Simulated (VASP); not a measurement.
# La16CO24 (a cell with a defect) (C interstitial hop between voids) in VASP: single point with PBE

Aim: the single point of La16CO24 (a cell with a defect) (C interstitial hop between voids) with PBE.

Program: VASP 6.6.1. These are calculated values, not measurements. Logs are shortened: lines on timing, memory, paths and dates and some standing lists are left out, and cuts for length are marked.

**1. The cell of the first run**

The cell holds a defect, 41 atoms: a = 7.881 Å, b = 7.881 Å, c = 12.376 Å, α = 90.00°, β = 90.00°, γ = 120.00°.

**2. Single point, PBE**

Contents of INCAR:

```
SYSTEM = La16CO24
PREC = Accurate ; ENCUT = 520
EDIFF = 1E-6 ; ISMEAR = -1
SIGMA = 0.01 ; LREAL = Auto
LASPH = .TRUE. ; NELM = 60
ALGO = Normal ; ISIF = 2
LWAVE = .FALSE. ; LCHARG = .FALSE.
GGA = PE ; NBANDS = 188
```

Contents of KPOINTS:

```
regular mesh
0
G
  1 1 1
  0 0 0
```

Contents of POSCAR:

```
La16CO24
1.0
    7.8811453700     -0.0000000600      0.0000000000
   -3.9405726400      6.8252721300      0.0000000000
    0.0000000000      0.0000000000     12.3757188400
La O C
16 24 1
Direct
    0.3350173269      0.1527347189      0.3919183251
    0.1516528098      0.3555452388      0.0905400336
    0.3326041369      0.1588922755      0.8780146140
    0.1625563638      0.3316531512      0.6158463277
    0.3270243552      0.6388389996      0.3671369767
    0.1440549433      0.8334958519      0.1401693124
    0.3452464016      0.6832479250      0.8778891263
    0.1748670519      0.8345029915      0.6262901655
    0.8484482095      0.1700358651      0.3681703713
    0.6648553237      0.3536266385      0.1320540666
    0.8148631820      0.1553201145      0.8737255702
    0.6581872390      0.3220098771      0.6243449855
    0.8357840572      0.6689148745      0.3926807051
    0.6813465628      0.8446275740      0.1322024216
    0.8299142459      0.6688129005      0.8909719219
    0.6574532978      0.8340130519      0.6188509208
    0.3281599268      0.1886771685      0.1739696116
    0.1862370889      0.3140709953      0.2878263514
   -0.0312983385     -0.0391074520      0.0009720647
    0.3266342416      0.1657659941      0.6874280282
    0.1607964213      0.3371616495      0.8819625059
    0.0214413633      0.0432154199      0.4948232163
    0.3319893994      0.6794039756      0.1686291542
    0.1672335512      0.8116693231      0.3406234462
   -0.0276714624      0.5282352014      0.0174987007
    0.3281433552      0.6597742821      0.6873242767
    0.1566714640      0.8287398512      0.8153086807
    0.0262445418      0.4594350147      0.4875930100
    0.8165478025      0.1794371017      0.1702376264
    0.6688451329      0.3331786626      0.3386033615
    0.4997315123      0.0060891389     -0.0223879521
    0.8331025458      0.1671133441      0.6855516120
    0.6666905799      0.3424130197      0.8140698840
    0.4951589946     -0.0018202894      0.5209313563
    0.8250247159      0.6647563589      0.2011660924
    0.6621081178      0.8335401038      0.3355086726
    0.5417001350      0.5422185317      0.0056052502
    0.8349079367      0.6632601549      0.6074856012
    0.6696195849      0.8279475063      0.8083909411
    0.4529347583      0.4774658014      0.4973810475
    0.1445121828      0.1371964357      0.2298235793
```

Potentials or basis: VASP PAW PBE potentials, release 64 (La, O, C).

The run is started by

```
> cat potpaw_PBE.64/La/POTCAR potpaw_PBE.64/O/POTCAR potpaw_PBE.64/C/POTCAR > POTCAR
> mpirun -np 1 vasp_gam > vasp.out
```

OUTCAR:

```text
SYSTEM = La16CO24
   PREC = Accurate
   ENCUT = 520
   EDIFF = 1E-6
   ISMEAR = -1
   LREAL = Auto
   LASPH = .TRUE.
   NELM = 60
   ISIF = 2
   GGA = PE

 ion  position               nearest neighbor table
   1  0.335  0.153  0.392-  30 2.37  24 2.41  41 2.47  18 2.48  22 2.52  40 2.60  34 2.68  17 2.72
                             8 3.62  12 3.63   4 3.67
   2  0.152  0.356  0.091-  41 2.42  23 2.42  29 2.49  18 2.50  17 2.56  25 2.57  21 2.59   7 3.46
                            11 3.54   3 3.68
   3  0.333  0.159  0.878-  20 2.36  27 2.38  21 2.39  33 2.42  31 2.51   2 3.68
   4  0.163  0.332  0.616-  28 2.40  26 2.41  32 2.41  20 2.42  40 2.47  22 2.47   1 3.67
   5  0.327  0.639  0.367-  24 2.29  36 2.33  18 2.43  23 2.48  40 2.54  28 2.55
   6  0.144  0.833  0.140-  35 2.31  23 2.36  17 2.46  24 2.50  25 2.58  41 2.64  19 2.70
   7  0.345  0.683  0.878-  26 2.36  21 2.36  39 2.38  27 2.41  31 2.53  37 2.80   2 3.46
   8  0.175  0.835  0.626-  38 2.33  27 2.34  26 2.36  20 2.39  34 2.55   1 3.62
   9  0.848  0.170  0.368-  36 2.34  30 2.37  29 2.47  28 2.48  18 2.52  22 2.58  14 3.67
  10  0.665  0.354  0.132-  29 2.28  35 2.29  17 2.36  25 2.54  30 2.56  37 2.65  15 3.68
  11  0.815  0.155  0.874-  32 2.33  21 2.36  39 2.38  33 2.41  31 2.51   2 3.54
  12  0.658  0.322  0.624-  38 2.34  33 2.35  32 2.38  20 2.40  34 2.55   1 3.63
  13  0.836  0.669  0.393-  24 2.36  35 2.37  30 2.39  36 2.42  38 2.66  16 3.65
  14  0.681  0.845  0.132-  29 2.35  35 2.37  23 2.43  36 2.52  19 2.56  37 2.59   9 3.67
  15  0.830  0.669  0.891-  39 2.41  19 2.41  27 2.42  33 2.42  37 2.43  25 2.49  10 3.68
  16  0.657  0.834  0.619-  39 2.35  38 2.38  26 2.40  32 2.42  34 2.54  13 3.65
  17  0.328  0.189  0.174-  41 1.47  10 2.36   6 2.46   2 2.56   1 2.72
  18  0.186  0.314  0.288-  41 1.45   5 2.43   1 2.48   2 2.50   9 2.52
  19  0.969  0.961  0.001-  15 2.41  14 2.56   6 2.70
  20  0.327  0.166  0.687-   3 2.36   8 2.39  12 2.40   4 2.42
  21  0.161  0.337  0.882-  11 2.36   7 2.36   3 2.39   2 2.59
  22  0.021  0.043  0.495-   4 2.47   1 2.52   9 2.58
  23  0.332  0.679  0.169-   6 2.36   2 2.42  14 2.43   5 2.48
  24  0.167  0.812  0.341-   5 2.29  13 2.36   1 2.41   6 2.50
  25  0.972  0.528  0.017-  15 2.49  10 2.54   2 2.57   6 2.58
  26  0.328  0.660  0.687-   7 2.36   8 2.36  16 2.40   4 2.41
  27  0.157  0.829  0.815-   8 2.34   3 2.38   7 2.41  15 2.42
  28  0.026  0.459  0.488-   4 2.40   9 2.48   5 2.55
  29  0.817  0.179  0.170-  10 2.28  14 2.35   9 2.47   2 2.49
  30  0.669  0.333  0.339-   9 2.37   1 2.37  13 2.39  10 2.56
  31  0.500  0.006  0.978-  11 2.51   3 2.51   7 2.53
  32  0.833  0.167  0.686-  11 2.33  12 2.38   4 2.41  16 2.42
  33  0.667  0.342  0.814-  12 2.35  11 2.41   3 2.42  15 2.42
  34  0.495  0.998  0.521-  16 2.54   8 2.55  12 2.55   1 2.68
  35  0.825  0.665  0.201-  10 2.29   6 2.31  13 2.37  14 2.37
  36  0.662  0.834  0.336-   5 2.33   9 2.34  13 2.42  14 2.52
  37  0.542  0.542  0.006-  15 2.43  14 2.59  10 2.65   7 2.80
  38  0.835  0.663  0.607-   8 2.33  12 2.34  16 2.38  13 2.66
  39  0.670  0.828  0.808-  16 2.35   7 2.38  11 2.38  15 2.41
  40  0.453  0.477  0.497-   4 2.47   5 2.54   1 2.60
  41  0.145  0.137  0.230-  18 1.45  17 1.47   2 2.42   1 2.47   6 2.64

  LATTYP: Found a hexagonal cell.
 ALAT       =     7.8811453700
 C/A-ratio  =     1.5702944507

  Lattice vectors:

 A1 = (   7.8811453700,  -0.0000000600,   0.0000000000)
 A2 = (  -3.9405726400,   6.8252721300,   0.0000000000)
 A3 = (   0.0000000000,   0.0000000000,  12.3757188400)

Analysis of symmetry for initial positions (statically):
=====================================================================
 Subroutine PRICEL returns:
 Original cell was already a primitive cell.

 Routine SETGRP: Setting up the symmetry group for a
 hexagonal supercell.

 Subroutine GETGRP returns: Found  1 space group operations
 (whereof  1 operations were pure point group operations)
 out of a pool of 24 trial point group operations.

The static configuration has the point symmetry C_1 .

Analysis of symmetry for dynamics (positions and initial velocities):
=====================================================================
 Subroutine PRICEL returns:
 Original cell was already a primitive cell.

 Routine SETGRP: Setting up the symmetry group for a
 hexagonal supercell.

 Subroutine GETGRP returns: Found  1 space group operations
 (whereof  1 operations were pure point group operations)
 out of a pool of 24 trial point group operations.

The dynamic configuration has the point symmetry C_1 .

 Subroutine INISYM returns: Found  1 space group operations
 (whereof  1 operations are pure point group operations),
 and found     1 'primitive' translations

----------------------------------------------------------------------------------------

                                     Primitive cell

  volume of cell :     665.7018

  direct lattice vectors                    reciprocal lattice vectors
     7.881145370 -0.000000060  0.000000000     0.126885111  0.073257152  0.000000000
    -3.940572640  6.825272130  0.000000000     0.000000001  0.146514305  0.000000000
     0.000000000  0.000000000 12.375718840     0.000000000  0.000000000  0.080803387

  length of vectors
     7.881145370  7.881145372 12.375718840     0.146514305  0.146514305  0.080803387

  position of ions in fractional coordinates (direct lattice)
     0.335017327  0.152734719  0.391918325
     0.151652810  0.355545239  0.090540034
     0.332604137  0.158892276  0.878014614
     0.162556364  0.331653151  0.615846328
     0.327024355  0.638839000  0.367136977
     0.144054943  0.833495852  0.140169312
[... 33 lines left out ...]
     0.452934758  0.477465801  0.497381047
     0.144512183  0.137196436  0.229823579

  ion indices of the primitive-cell ions
   primitive index   ion index
                 1           1
                 2           2
                 3           3
                 4           4
                 5           5
                 6           6
[... 33 lines left out ...]
                40          40
                41          41

----------------------------------------------------------------------------------------

 KPOINTS: regular mesh

Automatic generation of k-mesh.
 Grid dimensions read from file:
 generate k-points for:    1    1    1

 Generating k-lattice:

  Cartesian coordinates                     Fractional coordinates (reciprocal lattice)
     0.126885111  0.073257152  0.000000000     1.000000000  0.000000000  0.000000000
     0.000000001  0.146514305  0.000000000     0.000000000  1.000000000  0.000000000
     0.000000000  0.000000000  0.080803387     0.000000000  0.000000000  1.000000000

  Length of vectors
     0.146514305  0.146514305  0.080803387

  Shift w.r.t. Gamma in fractional coordinates (k-lattice)
     0.000000000  0.000000000  0.000000000

 Subroutine IBZKPT returns following result:
 ===========================================

 Found      1 irreducible k-points:

 Following reciprocal coordinates:
            Coordinates               Weight
  0.000000  0.000000  0.000000      1.000000
   k-points           NKPTS =      1   k-points in BZ     NKDIM =      1   number of bands    NBANDS=    188
   number of dos      NEDOS =    301   number of ions     NIONS =     41
   total plane-waves  NPLWV = 345600
   dimension x,y,z NGX =    60 NGY =   60 NGZ =   96
   dimension x,y,z NGXF=   120 NGYF=  120 NGZF=  192
   ions per type =              16  24   1
   NGX,Y,Z   is equivalent  to a cutoff of  12.66, 12.66, 12.90 a.u.
   NGXF,Y,Z  is equivalent  to a cutoff of  25.31, 25.31, 25.79 a.u.
 SYSTEM =  La16CO24
   PREC   = accura    normal or accurate (medium, high low for compatibility)
   ISTART =      0    job   : 0-new  1-cont  2-samecut
   ICHARG =      2    charge: 1-file 2-atom 10-const
   ISPIN  =      1    spin polarized calculation?
   LNONCOLLINEAR =      F non collinear calculations
   LSORBIT =      F    spin-orbit coupling
   LASPH  =      T    aspherical Exc in radial PAW
   ENCUT  =  520.0 eV  38.22 Ry    6.18 a.u.  14.65 14.65 23.01*2*pi/ulx,y,z
   NELM   =     60;   NELMIN=  2; NELMDL= -5     # of ELM steps
   EDIFF  = 0.1E-05   stopping-criterion for ELM
   LREAL  =      T    real-space projection
   EDIFFG = 0.1E-04   stopping-criterion for IOM
   NSW    =      0    number of steps for IOM
   IBRION =     -1    ionic relax: 0-MD 1-quasi-New 2-CG
   NFREE  =      0    steps in history (QN), initial steepest desc. (CG)
   ISIF   =      2    stress and relaxation
   ISYM   =      2    0-nonsym 1-usesym 2-fastsym
   POTIM  = 0.5000    time-step for ionic-motion
   TEBEG  =    0.0;   TEEND  =   0.0 temperature during run
   PSTRESS=    0.0 pullay stress
   NELECT =     324.0000    total number of electrons
   NUPDOWN=      -1.0000    fix difference up-down
   EMIN   =  10.00;   EMAX   =-10.00  energy-range for DOS
   EFERMI =   0.00;   METHOD = LEGACY
   ISMEAR =    -1;   SIGMA  =   0.01  broadening in eV -4-tet -1-fermi 0-gaus
   EFERMI_NEDOS =   21; number of points for ismear=-14 and -15
   IALGO  =     38    algorithm
   IMIX   =      4    mixing-type and parameters
     AMIX     =   0.40;   BMIX     =  1.00
     AMIX_MAG =   1.60;   BMIX_MAG =  1.00
  volume/ion in A,a.u.               =      16.24       109.57
  Fermi-wavevector in a.u.,A,eV,Ry     =   1.287745  2.433485 22.562372  1.658288
  Thomas-Fermi vector in A             =   2.419741
   LORBIT       =      0    0 simple, 1 ext, 2 COOP (PROOUT), +10 PAW based schemes
   GGA     = PE    functional components
[... 5 lines left out ...]
 non-spin polarized calculation
  energy-cutoff  :      520.00
  volume of cell :      665.70
 maximum number of plane-waves:      8979
 NGX is ok and might be reduce to    60
   NGX = 29   NGY = 29   NGZ = 47

 number of electron     323.9999986 magnetization

 Free energy of the ion-electron system (eV)
  ---------------------------------------------------
  ext. energy  EPLUGINS =         0.00000000
  ---------------------------------------------------
  free energy    TOTEN  =      -337.03229357 eV

  energy without entropy =     -337.03229357  energy(sigma->0) =     -337.03229357

 E-fermi :   8.5680     XC(G=0): -10.4307

 val. band max:        8.2319991761   @ k =   0.0000   0.0000   0.0000
 cond. band min:       9.7100338481   @ k =   0.0000   0.0000   0.0000
 fundamental gap:      1.4780346720
 Fermi energy:         8.5679907601

 k-point     1 :       0.0000    0.0000    0.0000
  band No.  band energies     occupation
      1     -23.9628      2.00000
      2     -23.8649      2.00000
      3     -23.8108      2.00000
      4     -23.7911      2.00000
      5     -23.7841      2.00000
      6     -23.7702      2.00000
[... 166 lines left out ...]
    173      10.6048      0.00000
    174      10.6325      0.00000
 [bands above 174 left out]

------------------------ aborting loop because EDIFF is reached ----------------------------------------

  FORCE on cell =-STRESS in cart. coord.  units (eV):
  Direction    XX          YY          ZZ          XY          YZ          ZX
  --------------------------------------------------------------------------------------
  -------------------------------------------------------------------------------------
  Total       12.9634586     17.6779596     15.0137757      0.9434094     -2.1002915      1.8080431
  in kB       31.1997940     42.5464155     36.1343929      2.2705497     -5.0548750      4.3515063
  external PRESSURE =      36.6268675 kB  Pullay stress =       0.0000000 kB

 VOLUME and BASIS-vectors are now :
 -----------------------------------------------------------------------------
  energy-cutoff  :      520.00
  volume of cell :      665.70
      direct lattice vectors                 reciprocal lattice vectors
     7.881145370 -0.000000060  0.000000000     0.126885111  0.073257152  0.000000000
    -3.940572640  6.825272130  0.000000000     0.000000001  0.146514305  0.000000000
     0.000000000  0.000000000 12.375718840     0.000000000  0.000000000  0.080803387

 POSITION                                       TOTAL-FORCE (eV/Angst)
 -----------------------------------------------------------------------------------
      2.03846      1.04246      4.85027        -0.030209      0.013181     -0.022947
     -0.20585      2.42669      1.12050         0.047866     -0.014554      0.020212
      1.99518      1.08448     10.86606        -0.003645      0.000212     -0.032339
     -0.02577      2.26362      7.62154        -0.004998      0.003872     -0.004379
      0.05993      4.36025      4.54358         0.004916     -0.005986     -0.005622
     -2.14913      5.68884      1.73470         0.019897     -0.011250      0.000708
[... 33 lines left out ...]
      1.68816      3.25883      6.15545         0.003859      0.004810      0.007465
      0.59829      0.93640      2.84423        -0.276759     -0.248616      0.011607
 -----------------------------------------------------------------------------------
    total drift:                               -0.018947      0.006448      0.009941

  FREE ENERGIE OF THE ION-ELECTRON SYSTEM (eV)
  ---------------------------------------------------
  free  energy   TOTEN  =      -337.0322935669 eV

  energy  without entropy=     -337.0322935669  energy(sigma->0) =     -337.03229357
```

Run time: 4.8 min. Hardware: 1 thread of Intel Xeon 6975P-C (Granite Rapids), shared host; peak memory 0.72 GiB.

Results:

| Item | Value |
| --- | --- |
| Free energy | -337.0323 eV |
| Pressure | 3.7 GPa |
| Largest force | 0.372 eV/Å |
| Band gap on the k mesh | 1.48 eV |

Forces on the atoms (eV/Å):
```
La  -0.030  0.013 -0.023
La   0.048 -0.015  0.020
La  -0.004  0.000 -0.032
La  -0.005  0.004 -0.004
La   0.005 -0.006 -0.006
La   0.020 -0.011  0.001
La  -0.004 -0.003  0.005
La   0.020  0.002  0.006
La  -0.013 -0.002 -0.005
La   0.014 -0.005 -0.027
La   0.006  0.015 -0.003
La   0.007 -0.017 -0.005
La   0.000  0.012 -0.038
La   0.037  0.008  0.025
La   0.010  0.001 -0.018
La  -0.013  0.010  0.018
O    0.158  0.036  0.128
O   -0.076  0.175  0.137
O    0.057  0.004 -0.010
O    0.013 -0.005 -0.013
O   -0.003  0.006 -0.023
O    0.011 -0.002 -0.003
O    0.030  0.023 -0.019
O    0.000  0.001 -0.015
O    0.022 -0.004 -0.009
O    0.005  0.003  0.004
O   -0.003 -0.010 -0.026
O   -0.022  0.008  0.008
O   -0.019 -0.002 -0.015
O   -0.023  0.001 -0.008
O   -0.021  0.024 -0.003
O   -0.003 -0.006 -0.003
O    0.007  0.015 -0.032
O   -0.006 -0.010 -0.008
O    0.010 -0.009 -0.034
O    0.009  0.007 -0.008
O    0.023 -0.026  0.008
O    0.001  0.003 -0.002
O    0.005  0.004  0.010
O    0.004  0.005  0.007
C   -0.277 -0.249  0.012
```

Stress tensor (GPa, compression positive):
```
 3.12  0.23  0.44
 0.23  4.25 -0.51
 0.44 -0.51  3.61
```

Caveat: the k points lie up to 0.92 Å⁻¹ apart; spin-orbit coupling is left out, which moves the levels of the heavy elements.
